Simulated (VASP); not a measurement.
# N (P-1) in VASP: a series of runs, part 2 of 2

VASP 6.6.1. Earlier steps stand in the parts before.

## Step 3: Single point, PBEsol (the part above a cut slid along it)

INCAR

```
SYSTEM = N
ALGO = Normal
EDIFF = 1E-7
ENCUT = 520
GGA = PS
ISIF = 2
ISMEAR = 0
LASPH = .TRUE.
LCHARG = .FALSE.
LREAL = .FALSE.
LWAVE = .FALSE.
NBANDS = 30
NELM = 60
PREC = Accurate
SIGMA = 0.05
```

KPOINTS

```
k-points
0
G
  6 6 2
  0 0 0
```

POSCAR

```
N
1.0
   -4.6258169325      0.0000000000      0.0000000000
   -2.3129084662     -4.0060749768      0.0000000000
   -0.1927423722      0.3338395814     15.2224973438
N
8
Direct
    0.2631541316      0.4035125351      0.8421504213
    0.3015361861      0.3651304806      0.3815657673
    0.2691753444      0.3974913223      0.7698958677
    0.3075573989      0.3591092678      0.3093112137
    0.6540605466      0.6792727867      0.1512734403
    0.6156784921      0.7176548412      0.6118580943
    0.6600817594      0.6732515739      0.0790188867
    0.6216997049      0.7116336284      0.5396035407
```

Potentials or basis: VASP PAW PBE potentials, release 64 (N).

Launch:

```console
$ cat potpaw_PBE.64/N/POTCAR > POTCAR
$ mpirun -np 1 vasp_std > vasp.out
```

OUTCAR:

```text
SYSTEM = N
   EDIFF = 1E-7
   ENCUT = 520
   GGA = PS
   ISIF = 2
   ISMEAR = 0
   LASPH = .TRUE.
   LREAL = .FALSE.
   NELM = 60
   PREC = Accurate

 ion  position               nearest neighbor table
   1  0.263  0.404  0.842-   3 1.10
   2  0.302  0.365  0.382-   4 1.10
   3  0.269  0.397  0.770-   1 1.10
   4  0.308  0.359  0.309-   2 1.10
   5  0.654  0.679  0.151-   7 1.10
   6  0.616  0.718  0.612-   8 1.10
   7  0.660  0.673  0.079-   5 1.10
   8  0.622  0.712  0.540-   6 1.10

  LATTYP: Found a base centered monoclinic cell.
 ALAT       =     4.6258169325
 B/A-ratio  =     1.7320508076
 C/A-ratio  =     3.2918244859
 COS(beta)  =    -0.0253152420

  Lattice vectors:

 A1 = (  -2.3129084662,  -4.0060749768,   0.0000000000)
 A2 = (   4.6258169325,   0.0000000000,   0.0000000000)
 A3 = (  -0.1927423722,   0.3338395814,  15.2224973438)

Analysis of symmetry for initial positions (statically):
=====================================================================
 Subroutine PRICEL returns:
 Original cell was already a primitive cell.

 Routine SETGRP: Setting up the symmetry group for a
 base centered monoclinic supercell.

 Subroutine GETGRP returns: Found  2 space group operations
 (whereof  1 operations were pure point group operations)
 out of a pool of  4 trial point group operations.

The static configuration has the point symmetry C_1 .
 The point group associated with its full space group is S_2 .

Analysis of symmetry for dynamics (positions and initial velocities):
=====================================================================
 Subroutine PRICEL returns:
 Original cell was already a primitive cell.
[... 140 lines left out ...]
     AMIX     =   0.40;   BMIX     =  1.00
     AMIX_MAG =   1.60;   BMIX_MAG =  1.00
  volume/ion in A,a.u.               =      35.26       237.96
  Fermi-wavevector in a.u.,A,eV,Ry     =   0.853684  1.613228  9.915599  0.728776
  Thomas-Fermi vector in A             =   1.970164
   LORBIT       =      0    0 simple, 1 ext, 2 COOP (PROOUT), +10 PAW based schemes
   GGA     = PS    functional components
   LHFCALC =     F    Hartree Fock is set to
   AEXX    =    0.0000 exact exchange contribution
   IVDW    =     0    specifies the selected vdW correction
   LEPSILON=     F    determine dielectric tensor
   LRPA    =     F    only Hartree local field effects (RPA)
 non-spin polarized calculation
 Gauss-broadening in eV      SIGMA  =   0.05
  energy-cutoff  :      520.00
  volume of cell :      282.09
 maximum number of plane-waves:      7627
 NGX is ok and might be reduce to    36
   NGX = 17   NGY = 17   NGZ = 57

 number of electron      39.9999999 magnetization

 Free energy of the ion-electron system (eV)
  ---------------------------------------------------
  ext. energy  EPLUGINS =         0.00000000
  ---------------------------------------------------
  free energy    TOTEN  =       -68.24854135 eV

  energy without entropy =      -68.24854135  energy(sigma->0) =      -68.24854135

 E-fermi :  -7.3866     XC(G=0):  -4.8296

 val. band max:       -7.6603202601   @ k =   0.0000   0.0000   0.0000
 cond. band min:      -0.2261592094   @ k =  -0.3333   0.3333   0.0000
 fundamental gap:      7.4341610507
 Fermi energy:        -7.3866490373

 k-point     1 :       0.0000    0.0000    0.0000
  band No.  band energies     occupation
      1     -26.1244      2.00000
      2     -26.1180      2.00000
      3     -26.1108      2.00000
      4     -26.1094      2.00000
      5     -11.3562      2.00000
      6     -11.2210      2.00000
[... 781 lines left out ...]
     29       2.7477      0.00000
     30       2.9259      0.00000

 [... further k-points ...]

------------------------ aborting loop because EDIFF is reached ----------------------------------------

  FORCE on cell =-STRESS in cart. coord.  units (eV):
  Direction    XX          YY          ZZ          XY          YZ          ZX
  --------------------------------------------------------------------------------------
  -------------------------------------------------------------------------------------
  Total       -0.1970748     -0.1982583      7.9158967     -0.0007044     -0.0001982      0.0003867
  in kB       -1.1193046     -1.1260263     44.9590659     -0.0040007     -0.0011257      0.0021964
  external PRESSURE =      14.2379117 kB  Pullay stress =       0.0000000 kB

 VOLUME and BASIS-vectors are now :
 -----------------------------------------------------------------------------
  energy-cutoff  :      520.00
  volume of cell :      282.09
      direct lattice vectors                 reciprocal lattice vectors
    -4.625816933  0.000000000  0.000000000    -0.216178032  0.124810445 -0.005474354
    -2.312908466 -4.006074977  0.000000000     0.000000000 -0.249620890  0.005474354
    -0.192742372  0.333839581 15.222497344     0.000000000  0.000000000  0.065692243

 POSITION                                       TOTAL-FORCE (eV/Angst)
 -----------------------------------------------------------------------------------
     -2.31291     -1.33536     12.81963        -0.000908      0.000776      1.895224
     -2.31291     -1.33536      5.80838        -0.000001      0.000001      1.883719
     -2.31291     -1.33536     11.71974         0.000484     -0.000445     -1.889588
     -2.31291     -1.33536      4.70849        -0.000004      0.000008     -1.884260
     -4.62582     -2.67072      2.30276        -0.000484      0.000445      1.889588
     -4.62582     -2.67072      9.31401         0.000004     -0.000008      1.884260
     -4.62582     -2.67072      1.20286         0.000908     -0.000776     -1.895224
     -4.62582     -2.67072      8.21411         0.000001     -0.000001     -1.883719
 -----------------------------------------------------------------------------------
    total drift:                                0.000004     -0.000008     -0.000001

  FREE ENERGIE OF THE ION-ELECTRON SYSTEM (eV)
  ---------------------------------------------------
  free  energy   TOTEN  =       -68.2485413457 eV

  energy  without entropy=      -68.2485413457  energy(sigma->0) =      -68.24854135
```

Run time: 12 min. Hardware: 1 thread of Intel Xeon 8259CL, shared host; peak memory 0.49 GiB.

What came out:

| Property | Result |
| --- | --- |
| Free energy | -68.2485 eV |
| Pressure | 1.4 GPa |
| Largest force | 1.895 eV/Å |
| Band gap on the k mesh | 7.43 eV (least direct gap 7.64 eV) |

Forces in eV/Å, atoms in the order of the input:
```
N   -0.001  0.001  1.895
N    0.000  0.000  1.884
N    0.000  0.000 -1.890
N    0.000  0.000 -1.884
N    0.000  0.000  1.890
N    0.000  0.000  1.884
N    0.001 -0.001 -1.895
N    0.000  0.000 -1.884
```

Stress tensor (GPa, compression positive):
```
-0.11  0.00  0.00
 0.00 -0.11  0.00
 0.00  0.00  4.50
```

Caveat: the cell differs from its parent crystal (the part above a cut slid along it); the standard files for N, O and F lose accuracy on very short bonds; this functional lacks dispersion, which holds the molecules together, so the pressure and a relaxed volume are unreliable; the PAW data sets were made with another functional, which shifts forces and pressure a little. A k mesh can miss the band edges.

## Step 4: Single point, PBEsol (the part above a cut slid along it)

INCAR

```
ALGO = Normal
EDIFF = 1E-6
ENCUT = 520
GGA = PS
ISIF = 2
ISMEAR = 0
LASPH = T
LCHARG = F
LREAL = F
LWAVE = F
NBANDS = 30
NELM = 80
PREC = Accurate
SIGMA = 0.05
```

KPOINTS

```
k-points
0
Gamma
  6 6 2
```

POSCAR

```
N
1.0
   -4.6258169325      0.0000000000      0.0000000000
   -2.3129084662     -4.0060749768      0.0000000000
   -0.5782271166      1.0015187442     15.2224973438
N
8
Direct
    0.1227957280      0.5438709387      0.8421504213
    0.2379418915      0.4287247752      0.3815657673
    0.1408593664      0.5258073002      0.7698958677
    0.2560055299      0.4106611368      0.3093112137
    0.6288483066      0.7044850267      0.1512734403
    0.5137021431      0.8196311902      0.6118580943
    0.6469119450      0.6864213883      0.0790188867
    0.5317657815      0.8015675518      0.5396035407
```

Launch:

```console
$ cat potpaw_PBE.64/N/POTCAR > POTCAR
$ mpirun -np 1 vasp_std > vasp.out
```

Wall time 12 min (1 thread of Intel Xeon 8259CL, shared host); peak memory 0.49 GiB.

It converged, with:

| Item | Value |
| --- | --- |
| Free energy | -68.2478 eV |
| Pressure | 1.4 GPa |
| Largest force | 1.895 eV/Å |
| Band gap on the k mesh | 7.44 eV (least direct gap 7.63 eV) |

Forces in eV/Å, atoms in the order of the input:
```
N   -0.004  0.001  1.895
N    0.000  0.000  1.884
N    0.002 -0.001 -1.892
N    0.000  0.000 -1.884
N   -0.002  0.001  1.892
N    0.000  0.000  1.884
N    0.004 -0.001 -1.895
N    0.000  0.000 -1.884
```

Stress tensor (GPa, compression positive):
```
-0.11  0.00  0.00
 0.00 -0.11  0.00
 0.00  0.00  4.50
```

Levels at points of the mesh, in eV from the valence-band top:
```csv
k point,band 16,band 17,band 18,band 19,band 20,band 21,band 22,band 23,band 24,band 25
"(0.00, 0.00, 0.00)",-1.69,-0.64,-0.38,-0.23,0.00,7.88,7.89,7.99,8.02,8.12
"(0.50, 0.00, 0.00)",-1.70,-0.34,-0.31,-0.19,-0.16,7.55,7.67,7.70,7.87,7.91
"(0.00, 0.50, 0.00)",-1.70,-0.36,-0.26,-0.25,-0.13,7.52,7.70,7.73,7.78,7.92
"(0.50, 0.50, 0.00)",-1.70,-0.36,-0.27,-0.24,-0.14,7.53,7.71,7.71,7.82,7.89
"(0.00, 0.00, 0.50)",-1.69,-0.61,-0.46,-0.15,-0.03,7.88,7.89,7.98,8.01,8.13
"(0.50, 0.00, 0.50)",-1.70,-0.36,-0.27,-0.23,-0.15,7.55,7.69,7.72,7.83,7.87
"(0.00, 0.50, 0.50)",-1.70,-0.34,-0.32,-0.18,-0.17,7.57,7.61,7.72,7.87,7.92
"(0.50, 0.50, 0.50)",-1.70,-0.34,-0.31,-0.19,-0.16,7.56,7.64,7.71,7.88,7.89
```

Caveat: the cell differs from its parent crystal (the part above a cut slid along it); the standard files for N, O and F lose accuracy on very short bonds; this functional lacks dispersion, which holds the molecules together, so the pressure and a relaxed volume are unreliable; the PAW data sets were made with another functional, which shifts forces and pressure a little.

## Step 5: Overview

```csv
cell,gap on the mesh (eV),pressure (GPa),largest force (eV/Å)
"a = 4.626, b = 4.626, c = 15.344 Å, angles 93.6, 86.4, 60.0°, 8 atoms",7.44,1.4,1.89
"a = 4.626, b = 4.626, c = 15.227 Å, angles 90.7, 89.3, 60.0°, 8 atoms",7.43,1.4,1.90
"a = 4.626, b = 4.626, c = 15.266 Å, angles 92.2, 87.8, 60.0°, 8 atoms",7.44,1.4,1.90
```

Alike in all rows: task single point; level PBEsol; potentials or basis VASP PAW PBE potentials, release 64 (N); no spin polarisation; k mesh 6 × 6 × 2; cutoff (eV) 520; smearing gaussian 0.05 eV.

Caveats: the standard files for N, O and F lose accuracy on very short bonds; this functional lacks dispersion, which holds the molecules together, so the pressure and a relaxed volume are unreliable; the PAW data sets were made with another functional, which shifts forces and pressure a little.

Absolute energies hang on the potentials; compare differences alone.
